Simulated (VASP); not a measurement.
A run of VASP 6.6.1:

Contents of INCAR:

```
PREC = Accurate ; ENCUT = 520
EDIFF = 1E-7 ; ISMEAR = -1
SIGMA = 0.05 ; LREAL = F
LASPH = T ; NELM = 100
ALGO = Normal ; ISIF = 2
LWAVE = F ; LCHARG = T
GGA = PS ; LELF = T
LVHAR = T ; NBANDS = 18
```

File KPOINTS:

```
regular mesh
0
Gamma
  14 14 14
```

POSCAR

```
ZnCu
1.0
    2.9351504281      0.0000000000      0.0000000000
    0.0000000000      2.9351504281      0.0000000000
    0.0000000000      0.0000000000      2.9351504281
Zn Cu
1 1
Direct
    0.5000000000      0.5000000000      0.5000000000
    0.0000000000      0.0000000000      0.0000000000
```

Potentials or basis: VASP PAW PBE potentials, release 64 (Zn, Cu).

Launch:

```sh
$ cat potpaw_PBE.64/Zn/POTCAR potpaw_PBE.64/Cu/POTCAR > POTCAR
$ mpirun -np 1 vasp_std > vasp.out
```

Hardware: 1 thread of Intel Xeon 6975P-C, with other jobs on the host.

Question: Estimate the wall time of this run.

Answer: Wall time 33 s on 1 thread of Intel Xeon 6975P-C, with other jobs on the host, peak memory 0.18 GiB. Counts: scf iterations 14, k points 120.
